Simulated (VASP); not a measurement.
Set up this calculation in VASP 6.6.1, as the native input.

```yaml
Task: single point
Functional: PBE
Potentials_or_basis: VASP PAW PBE potentials, release 64 (Si, C)
Cutoff: 520 eV
k_mesh: 12 × 12 × 12
Occupations: gaussian, width 0.05 eV
Spin: no spin polarisation
Dipole_correction: no
Further_INCAR_settings: ALGO = Normal; EDIFF = 1e-06; NBANDS = 11
```

The structure of SiC lies in POSCAR:

```
SiC
1.0
    0.0000000000      2.2620419852      2.2620419852
    2.2620419852      0.0000000000      2.2620419852
    2.2864720386      2.2864720386     -0.0244300534
Si C
1 1
Direct
    0.0000000000      0.0000000000      0.0000000000
    0.7500000000      0.7500000000      0.7500000000
```

One way to write it, as run:

INCAR

```
PREC = Accurate
ENCUT = 520
EDIFF = 1E-6
ISMEAR = 0
SIGMA = 0.05
LREAL = F
LASPH = T
NELM = 60
ALGO = Normal
ISIF = 2
LWAVE = F
LCHARG = F
GGA = PE
NBANDS = 11
```

KPOINTS

```
regular mesh
0
Gamma
  12 12 12
```

Potentials or basis: VASP PAW PBE potentials, release 64 (Si, C).

Run with:

```console
$ cat potpaw_PBE.64/Si/POTCAR potpaw_PBE.64/C/POTCAR > POTCAR
$ mpirun -np 1 vasp_std > vasp.out
```

It gave:

```yaml
Pressure: -19.2 GPa
Largest_force: 0.034 eV/Å
Band_gap_on_the_k_mesh: 1.44 eV, indirect (least direct gap 4.32 eV)
```

Run time: 13 s on 1 thread of Intel(R) Xeon(R) Platinum 8559C (Emerald Rapids), on a shared host, peak memory 0.16 GiB.
